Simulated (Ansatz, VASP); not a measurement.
# V2N3 in VASP and in Ansatz

```
CELL_PARAMETERS angstrom
2.77979 0.00000 0.00000
-1.38989 2.40737 0.00000
0.00000 0.00000 6.19635
ATOMIC_POSITIONS crystal
V 0.66667 0.33333 0.30212
V 0.33333 0.66667 0.69788
N 0.96699 0.93398 0.48040
N 0.00000 0.00000 0.10744
N 0.00000 0.00000 0.89256
```

Alike in both runs: task single point; functional PBEsol; k mesh 18 × 18 × 8; occupations gaussian, width 0.15 eV; no spin polarisation.

|  | VASP | Ansatz |
| --- | --- | --- |
| version | VASP 6.6.1 | Ansatz 0.2.0 |
| potentials or method | VASP PAW PBE potentials, release 64 (V_sv, N), cutoff 520 eV | scalar-relativistic, plane waves, PAW |
| valence electrons in the cell | 41 | 41 |

Ansatz gave:

```
gap on the k mesh at the Fermi level (eV)                     : none
pressure (GPa)                                                : 4.0
traceless stress, the component that is largest in VASP (GPa) : -3.69
rms of the force components (eV/Å)                            : 1.208
```

Task: What did VASP give for the same quantities?

Result: gap on the k mesh at the Fermi level (eV): none; pressure (GPa): 4.8; traceless stress, the component that is largest in VASP (GPa): -3.96; rms of the force components (eV/Å): 1.220.

VASP's potentials were made for PBE, not for PBEsol. Atom by atom the forces differ by 0.028 eV/Å (rms over components). A gap of «none» marks a metal or a gap that the smearing closes.
